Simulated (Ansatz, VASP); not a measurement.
**HfSi53 in VASP and in Ansatz**

```
CELL_PARAMETERS angstrom
0.00000 8.14068 8.14068
8.14068 0.00000 8.14068
8.14068 8.14068 0.00000
ATOMIC_POSITIONS crystal
Hf 0.24993 0.25023 0.24940
Si 0.25149 0.25134 0.58411
Si 0.25157 0.25141 0.91300
Si 0.25137 0.58356 0.25133
Si 0.24999 0.58327 0.58319
Si 0.25131 0.58421 0.91284
Si 0.25139 0.91268 0.25136
Si 0.25123 0.91327 0.58391
Si 0.24965 0.91663 0.91682
Si 0.58426 0.25152 0.25129
Si 0.58341 0.25010 0.58317
Si 0.58420 0.25165 0.91276
Si 0.58322 0.58340 0.24987
Si 0.58318 0.58358 0.58310
Si 0.58366 0.58373 0.91614
Si 0.58355 0.91361 0.25123
Si 0.58361 0.91642 0.58357
Si 0.58366 0.91638 0.91615
Si 0.91330 0.25153 0.25135
Si 0.91320 0.25160 0.58385
Si 0.91688 0.24975 0.91677
Si 0.91250 0.58459 0.25127
Si 0.91625 0.58372 0.58357
Si 0.91626 0.58381 0.91615
Si 0.91668 0.91680 0.24969
Si 0.91632 0.91636 0.58357
Si 0.91660 0.91699 0.91668
Si 0.15857 0.15790 0.15829
Si 0.15863 0.15869 0.52425
Si 0.16741 0.16719 0.83273
Si 0.15775 0.52505 0.15816
Si 0.16570 0.50023 0.50029
Si 0.16570 0.50036 0.83338
Si 0.16722 0.83226 0.16734
Si 0.16575 0.83345 0.50028
Si 0.16716 0.83283 0.83256
Si 0.52474 0.15896 0.15810
Si 0.50041 0.16585 0.50023
Si 0.50052 0.16582 0.83335
Si 0.50032 0.50040 0.16558
Si 0.49996 0.50008 0.49984
Si 0.50026 0.50058 0.83327
Si 0.50027 0.83359 0.16558
Si 0.50015 0.83381 0.50019
Si 0.49969 0.83345 0.83331
Si 0.83288 0.16734 0.16730
Si 0.83362 0.16581 0.50029
Si 0.83282 0.16753 0.83249
Si 0.83341 0.50050 0.16558
Si 0.83337 0.50055 0.50019
Si 0.83342 0.49979 0.83330
Si 0.83223 0.83317 0.16721
Si 0.83334 0.83346 0.49970
Si 0.83338 0.83356 0.83328
```

Alike in both runs: task single point; functional PBE; k mesh 1 × 1 × 1; occupations gaussian, width 0.05 eV; collinear spin.

|  | VASP | Ansatz |
| --- | --- | --- |
| version | VASP 6.6.1 | Ansatz 0.2.0 |
| potentials or method | VASP PAW PBE potentials, release 64 (Hf_pv, Si), cutoff 520 eV | scalar-relativistic, plane waves, PAW |
| valence electrons in the cell | 222 | 238 |

|  | VASP | Ansatz | Ansatz less VASP |
| --- | --- | --- | --- |
| gap on the k mesh at the Fermi level (eV) | 0.59 | 0.59 | -0.003 |
| rms of the force components (eV/Å) | 0.007 | 0.006 | -0.0008 |
| net moment per atom (μB) | 0.00 | 0.00 | 0.000 |

Atom by atom the forces differ by 0.002 eV/Å (rms over components). The functional is the same, so the differences come from potentials, cutoffs and numerics. VASP's potentials hold 222 valence electrons a cell and Ansatz's 238, so a difference there can come from the potentials and not from the codes.

Spin-orbit coupling is off throughout.
